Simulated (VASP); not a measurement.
Wanted: the native input for a VASP 6.6.1 run.

```yaml
Task: relaxation of cell and atoms
Functional: PBE
Potentials_or_basis: VASP PAW PBE potentials, release 64 (Sr_sv, Hg, I)
Cutoff: 600 eV
k_mesh: 3 × 3 × 4
Occupations: gaussian, width 0.1 eV
Spin: no spin polarisation
Dipole_correction: no
Further_INCAR_settings: ALGO = Normal; EDIFF = 1e-06; IBRION = 2; EDIFFG = -0.04; NSW = 90; ISIF = 3
```

The structure of SrHgI3 lies in POSCAR:

```
SrHgI3
1.0
    8.2650150000      0.0000000000      0.0000000000
   -4.1325075000      7.1577129500      0.0000000000
    0.0000000000      0.0000000000      6.9426126000
Sr Hg I
2 2 6
Direct
    0.3333333300      0.6666666700      0.7500000000
    0.6666666700      0.3333333300      0.2500000000
    0.0000000000      0.0000000000      0.0000000000
    0.0000000000      0.0000000000      0.5000000000
    0.8333333300      0.6666666700      0.7500000000
    0.3333333300      0.1666666700      0.7500000000
    0.8333333300      0.1666666700      0.7500000000
    0.1666666700      0.3333333300      0.2500000000
    0.6666666700      0.8333333300      0.2500000000
    0.1666666700      0.8333333300      0.2500000000
```

One way to write it, as run:

INCAR

```
SYSTEM = SrHgI3
PREC = Accurate
ENCUT = 600
EDIFF = 1E-6
ISMEAR = 0
SIGMA = 0.1
LREAL = .False.
LASPH = .True.
NELM = 100
ALGO = Normal
ISIF = 3
LWAVE = .False.
LCHARG = .False.
GGA = PE
IBRION = 2
NSW = 90
EDIFFG = -0.04
```

KPOINTS

```
Automatic mesh
0
Gamma
  3 3 4
  0 0 0
```

Potentials or basis: VASP PAW PBE potentials, release 64 (Sr_sv, Hg, I).

Launch:

```console
$ cat potpaw_PBE.64/Sr_sv/POTCAR potpaw_PBE.64/Hg/POTCAR potpaw_PBE.64/I/POTCAR > POTCAR
$ mpirun -np 1 vasp_std > vasp.out
```

Results of the run:

- Relaxed volume: 42.68 Å³/atom
- Relaxed cell: a = 9.723 Å, b = 9.723 Å, c = 5.213 Å, α = 90.00°, β = 90.00°, γ = 120.00°
- Space group after relaxing (to 0.1 Å): P6_3/mmc (No. 194)
- Energy gained by relaxing: 301.7 meV/atom
- Ionic steps: 27
- Pressure after relaxing: 0.1 GPa
- Largest force after relaxing: 0.033 eV/Å
- Band gap on the k mesh: zero (bands 43 and 44 overlap by 0.78 eV)

Caveat: a cell axis changed by over 15 % at a fixed basis, so the end point is rough; spin-orbit coupling is left out, which moves the levels of the heavy elements.

It took 2.2 h on 1 thread of AMD EPYC 7R13 Processor (Zen 3) (shared host), peak memory 0.74 GiB.
